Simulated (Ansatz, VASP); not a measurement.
AlNi3 in VASP and in Ansatz

```xyz
4
Lattice="-2.3542 2.3542 2.3542 2.3542 -2.3542 2.3542 2.3542 2.3542 -2.3542" Properties=species:S:1:pos:R:3 pbc="T T T"
Al    0.0000    0.0000    0.0000
Ni    2.3542    0.0000    0.0000
Ni    0.0000    2.3542    0.0000
Ni    0.0000    0.0000    2.3542
```

Alike in both runs: task single point; functional PBE; k mesh 6 × 6 × 6; occupations gaussian, width 0.1 eV; collinear spin.

|  | VASP | Ansatz |
| --- | --- | --- |
| version | VASP 6.6.1 | Ansatz 0.2.0 |
| potentials or method | VASP PAW PBE potentials, release 64 (Al, Ni), cutoff 520 eV | scalar-relativistic, plane waves, PAW |
| valence electrons in the cell | 33 | 57 |

Ansatz gave:

```
gap on the k mesh at the Fermi level (eV)                     : none
pressure (GPa)                                                : 2.5
net moment per atom (μB)                                      : 0.09
size of the moment on the site where the two differ most (μB) : 0.12
```

**Question.** What did VASP give for the same quantities?

**Answer.** gap on the k mesh at the Fermi level (eV): none; pressure (GPa): 2.5; net moment per atom (μB): 0.06; size of the moment on the site where the two differ most (μB): 0.09.

Site moments also hang on the region over which each program counts them. A gap of «none» marks a metal or a gap that the smearing closes. VASP's potentials hold 33 valence electrons a cell and Ansatz's 57, so a difference there can come from the potentials and not from the codes. Ansatz's warnings: seeded moment not kept.
